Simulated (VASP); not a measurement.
Input of a VASP 6.6.1 run:

INCAR

```
SYSTEM = Sc
  ALGO = Normal
  EDIFF = 1E-8
  ENCUT = 520
  GGA = PE
  ISIF = 2
  ISMEAR = -1
  LASPH = .TRUE.
  LCHARG = .FALSE.
  LEFG = .TRUE.
  LREAL = .FALSE.
  LWAVE = .FALSE.
  NBANDS = 18
  NELM = 100
  PREC = Accurate
  SIGMA = 0.03
```

KPOINTS

```
k-points
0
G
  13 13 7
  0 0 0
```

File POSCAR:

```
Sc
1.0
    3.3087978973      0.0000000000      0.0000000000
   -1.6543989486      2.8655030350      0.0000000000
    0.0000000000      0.0000000000      5.2680000000
Sc
2
Direct
    0.3333333333      0.6666666667      0.2500000000
    0.6666666667      0.3333333333      0.7500000000
```

Potentials or basis: VASP PAW PBE potentials, release 64 (Sc_sv).

Command:

```console
$ cat potpaw_PBE.64/Sc_sv/POTCAR > POTCAR
$ mpirun -np 1 vasp_std > vasp.out
```

Question: Estimate the pressure.

Answer: -0.6 GPa.

Question: What does it give for the band gap on the k mesh?

Answer: Zero (band 11 reaches 4.34 eV, above the bottom of band 12 at 3.15 eV).

Electric field gradients, principal values (V/Å²):
| atom | least | middle | greatest (by size) |
| --- | --- | --- | --- |
| 1 Sc | -4.763 | -4.763 | 9.526 |
| 2 Sc | -4.763 | -4.763 | 9.526 |

Caveat: without QUAD_EFG the Cq values of the log hold for a quadrupole moment of 1 mb, not for the nuclei.
